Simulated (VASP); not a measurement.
Set up this calculation in VASP 6.6.1, as the native input.

| Property | Result |
| --- | --- |
| Task | single point |
| Functional | PBEsol |
| Potentials or basis | VASP PAW PBE potentials, release 64 (Ti_sv, Si) |
| Cutoff | 520 eV |
| k mesh | 14 × 14 × 14 |
| Occupations | fermi-dirac, width 0.08 eV |
| Spin | no spin polarisation |
| Dipole correction | no |
| Further INCAR settings | ALGO = Normal; EDIFF = 1e-06; NBANDS = 15 |

The structure of TiSi (rocksalt type) lies in POSCAR:

```
TiSi
1.0
    0.0000000000      2.2987553956      2.2987553956
    2.2987553956      0.0000000000      2.2987553956
    2.2987553956      2.2987553956      0.0000000000
Ti Si
1 1
Direct
    0.0000000000      0.0000000000      0.0000000000
    0.5000000000      0.5000000000      0.5000000000
```

One way to write it, as run:

INCAR

```
PREC     = Accurate       # precision mode
ENCUT    = 520            # plane-wave cutoff, eV
EDIFF    = 1E-6           # SCF threshold, eV
ISMEAR   = -1             # smearing method
SIGMA    = 0.08           # smearing width, eV
LREAL    = False          # projectors in reciprocal space
LASPH    = True           # aspherical terms in the spheres
NELM     = 100            # most SCF steps
ALGO     = Normal         # electronic algorithm
ISIF     = 2              # what is computed and relaxed
LWAVE    = False          # write WAVECAR
LCHARG   = True           # write CHGCAR
GGA      = PS             # functional
LELF     = True           # ELF
LVHAR    = True         
NBANDS   = 15             # bands
```

KPOINTS

```
regular mesh
0
Gamma
  14 14 14
```

Potentials or basis: VASP PAW PBE potentials, release 64 (Ti_sv, Si).

Command:

```sh
$ cat potpaw_PBE.64/Ti_sv/POTCAR potpaw_PBE.64/Si/POTCAR > POTCAR
$ mpirun -np 1 vasp_std > vasp.out
```

It gave:

| Quantity | Value |
| --- | --- |
| Pressure | 56.2 GPa |
| Band gap on the k mesh | zero (band 8 reaches 13.01 eV, above the bottom of band 9 at 11.54 eV) |

Caveat: the PAW data sets were made with another functional, which shifts forces and pressure a little.

It took 28 s on 1 thread of Intel(R) Xeon(R) Platinum 8259CL CPU @ 2.50GHz (Skylake/Cascade Lake), with other jobs on the host, peak memory 0.16 GiB.
